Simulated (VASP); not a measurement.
Wanted: the native input for a VASP 6.6.1 run.

| Property | Result |
| --- | --- |
| Task | relaxation of shape and atoms at fixed volume |
| Functional | PBEsol |
| Potentials or basis | VASP PAW PBE potentials, release 64 (Mg_sv, O) |
| Cutoff | 750 eV |
| k mesh | 12 × 12 × 12 |
| Occupations | gaussian, width 0.02 eV |
| Spin | no spin polarisation |
| Dipole correction | no |
| Mended | yes |
| Further INCAR settings | ALGO = Normal; EDIFF = 1e-07; IBRION = 2; EDIFFG = -0.01; NSW = 50; ISIF = 4 |

The structure of MgO2 lies in POSCAR:

```
MgO2
1.0
    1.5482305885      0.8938713470      3.4010737662
   -1.5482305885      0.8938713470      3.4010737662
    0.0000000000     -1.7877426940      3.4010737662
Mg O
1 2
Direct
    0.0000000000      0.0000000000      0.0000000000
    0.4291373465      0.4291373465      0.4291373465
    0.5708626535      0.5708626535      0.5708626535
```

The input as run:

INCAR

```
SYSTEM = MgO2
ALGO     = Normal         ! electronic algorithm
EDIFF    = 1E-7           ! SCF threshold, eV
EDIFFG   = -0.01          ! ionic threshold
ENCUT    = 750            ! plane-wave cutoff, eV
GGA      = PS             ! functional
GGA_COMPAT= .False.      
IBRION   = 2              ! ionic algorithm
ISIF     = 4              ! what is computed and relaxed
ISMEAR   = 0              ! smearing method
LASPH    = .True.         ! aspherical terms in the spheres
LCHARG   = .False.        ! write CHGCAR
LREAL    = .False.        ! projectors in reciprocal space
LWAVE    = .False.        ! write WAVECAR
NELM     = 120            ! most SCF steps
NELMIN   = 4            
NSW      = 50             ! ionic steps
PREC     = Accurate       ! precision mode
SIGMA    = 0.02           ! smearing width, eV
```

KPOINTS

```
k-points
0
Gamma
  12 12 12
  0 0 0
```

Potentials or basis: VASP PAW PBE potentials, release 64 (Mg_sv, O).

Launch:

```sh
$ cat potpaw_PBE.64/Mg_sv/POTCAR potpaw_PBE.64/O/POTCAR > POTCAR
$ mpirun -np 1 vasp_std > vasp.out
```

It gave:

* Energy gained by relaxing: 0.9 meV/atom
* Ionic steps: 6
* Pressure after relaxing: 8.9 GPa
* Band gap on the k mesh: 2.59 eV

Caveat: the PAW data sets were made with another functional, which shifts forces and pressure a little.

Run time: 7.3 min on 1 thread of AMD EPYC 9R14 (Zen 4), on a shared host, peak memory 0.26 GiB.
